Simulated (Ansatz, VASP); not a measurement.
RbSrBr3: VASP beside Ansatz

File INCAR:

```
SYSTEM = RbSrBr3
ALGO     = Normal         ! electronic algorithm
EDIFF    = 1E-6           ! SCF threshold, eV
ENCUT    = 520            ! plane-wave cutoff, eV
GGA      = PE             ! functional
ISIF     = 2              ! what is computed and relaxed
ISMEAR   = -1             ! smearing method
LASPH    = .True.         ! aspherical terms in the spheres
LCHARG   = .False.        ! write CHGCAR
LREAL    = .False.        ! projectors in reciprocal space
LWAVE    = .False.        ! write WAVECAR
NBANDS   = 28             ! bands
NELM     = 100            ! most SCF steps
PREC     = Accurate       ! precision mode
SIGMA    = 0.02           ! smearing width, eV
```

Contents of KPOINTS:

```
k-points
0
Gamma
  4 4 4
  0 0 0
```

File POSCAR:

```
RbSrBr3
1.0
    5.9460751198      0.0000000000      0.0000000000
    0.0000000000      5.9460751198      0.0000000000
    0.0000000000      0.0000000000      5.9460751198
Rb Sr Br
1 1 3
Direct
    0.0000000000      0.0000000000      0.0000000000
    0.5000000000      0.5000000000      0.5000000000
    0.5000000000      0.5000000000      0.0000000000
    0.5000000000      0.0000000000      0.5000000000
    0.0000000000      0.5000000000      0.5000000000
```

Input for Ansatz:

```yaml
crystal:
  lattice:
    - [5.9460751198, 0.0, 0.0]
    - [0.0, 5.9460751198, 0.0]
    - [0.0, 0.0, 5.9460751198]
  atoms:
    - { symbol: Rb, position: [0.0, 0.0, 0.0] }
    - { symbol: Sr, position: [0.5, 0.5, 0.5] }
    - { symbol: Br, position: [0.5, 0.5, 0.0] }
    - { symbol: Br, position: [0.5, 0.0, 0.5] }
    - { symbol: Br, position: [0.0, 0.5, 0.5] }
kpoints:
  mp_grid: { grid: [4, 4, 4] }
  band_path:
    path: [[0.0, 0.0, 0.0], [0.0, 0.5, 0.0], [0.5, 0.5, 0.0], [0.5, 0.5, 0.5]]
    npoints: 1
hamiltonian:
  xc: pbe
scf:
  occupations: { method: fermi_dirac, width: 0.02 }
  n_extra_bands: 5
output:
  forces: true
  stress: true
  eigenvalues: true
```

Alike in both runs: task single point; functional PBE; k mesh 4 × 4 × 4; occupations fermi-dirac, width 0.02 eV; no spin polarisation.

```csv
,VASP,Ansatz
version,VASP 6.6.1,Ansatz 0.2.0
potentials or method,"VASP PAW PBE potentials, release 64 (Rb_sv, Sr_sv, Br)","plane waves, PAW"
plane-wave cutoff (eV),520,420
valence electrons in the cell,40,40
```

|  | VASP | Ansatz | Ansatz less VASP |
| --- | --- | --- | --- |
| gap on the k mesh at the Fermi level (eV) | 3.92 | 3.92 | -0.001 |
| pressure (GPa) | 0.5 | 0.5 | -0.07 |

The functional is the same, so the differences come from potentials, cutoffs and numerics.
